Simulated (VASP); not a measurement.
KBr: single point with PBEsol

KBr:

```
CELL_PARAMETERS angstrom
0.00000 3.27479 3.27479
3.27479 0.00000 3.27479
3.27479 3.27479 0.00000
ATOMIC_POSITIONS crystal
K 0.00000 0.00000 0.00000
Br 0.50000 0.50000 0.50000
```

- Program: VASP 6.6.1
- Task: single point
- Functional: PBEsol
- Potentials or basis: VASP PAW PBE potentials, release 64 (K_sv, Br)
- Cutoff: 520 eV
- k mesh: 6 × 6 × 6
- Occupations: gaussian, width 0.02 eV
- Spin: no spin polarisation

The pressure is 0.1 GPa and the band gap on the k mesh is 4.34 eV, direct.

Levels at points of the mesh, in eV from the valence-band top:
```tsv
k point	band 5	band 6	band 7	band 8	band 9	band 10	band 11	band 12
(0.00, 0.00, 0.00)	-11.11	0.00	0.00	0.00	4.34	7.53	7.53	7.53
(0.50, 0.00, 0.00)	-10.86	-1.26	-0.36	-0.36	6.48	8.21	9.78	9.78
(0.50, 0.50, 0.00)	-11.15	-0.86	-0.30	-0.30	5.71	7.17	9.37	9.47
```

It took 17 s on 1 thread of AMD EPYC 7R13 Processor (Zen 3), on a shared host, peak memory 0.17 GiB.

Caveat: the PAW data sets were made with another functional, which shifts forces and pressure a little. A hybrid or GW would open this gap; PBEsol tends to underestimate it.
